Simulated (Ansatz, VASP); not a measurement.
Zn in VASP and in Ansatz

File INCAR:

```
PREC     = Accurate       # precision mode
ENCUT    = 520            # plane-wave cutoff, eV
EDIFF    = 1E-7           # SCF threshold, eV
ISMEAR   = -1             # smearing method
SIGMA    = 0.1            # smearing width, eV
LREAL    = F              # projectors in reciprocal space
LASPH    = T              # aspherical terms in the spheres
NELM     = 60             # most SCF steps
ALGO     = Normal         # electronic algorithm
ISIF     = 2              # what is computed and relaxed
LWAVE    = F              # write WAVECAR
LCHARG   = F              # write CHGCAR
GGA      = PS             # functional
NBANDS   = 19             # bands
```

The input KPOINTS:

```
regular mesh
0
Gamma
  11 11 11
```

Contents of POSCAR:

```
Zn
1.0
    0.0000000000      2.7883780750      2.7883780750
    2.7883780750      0.0000000000      2.7883780750
    2.7883780750      2.7883780750      0.0000000000
Zn
2
Direct
    0.1250000000      0.1250000000      0.1250000000
    0.8750000000      0.8750000000      0.8750000000
```

Input for Ansatz:

```yaml
crystal:
  lattice:
    - [0.0, 2.788378075, 2.788378075]
    - [2.788378075, 0.0, 2.788378075]
    - [2.788378075, 2.788378075, 0.0]
  atoms:
    - { symbol: Zn, position: [0.125, 0.125, 0.125] }
    - { symbol: Zn, position: [0.875, 0.875, 0.875] }
hamiltonian:
  xc: pbesol
  pseudopotentials:
    kind: paw
    azcp:
      Zn: "pseudopotentials/Zn.paw.azcp"
basis:
  ecutwfc: 420
  fft_grid_basis: typed
kpoints:
  mp_grid: { grid: [11, 11, 11], shift: [0, 0, 0] }
magnetization:
  spin_polarized: false
scf:
  occupations: { method: fermi_dirac, width: 0.1 }
  lower_state_search: "off"
output:
  stress: true
```

Alike in both runs: task single point; functional PBEsol; k mesh 11 × 11 × 11; occupations fermi-dirac, width 0.1 eV; no spin polarisation.

```csv
,VASP,Ansatz
version,VASP 6.6.1,Ansatz 0.2.0
potentials or method,"VASP PAW PBE potentials, release 64 (Zn), cutoff 520 eV","plane waves (420 eV) with PAW, scalar-relativistic"
valence electrons in the cell,24,24
```

Ansatz gave:

| Quantity | Value |
| --- | --- |
| pressure (GPa) | 1.6 |

Problem. Which values does VASP return?

Solution. Pressure (GPa): 1.9.

VASP's potentials were made for PBE, not for PBEsol, and Ansatz warns of the same on its side. The functional is the same, so the differences come from potentials, cutoffs and numerics.
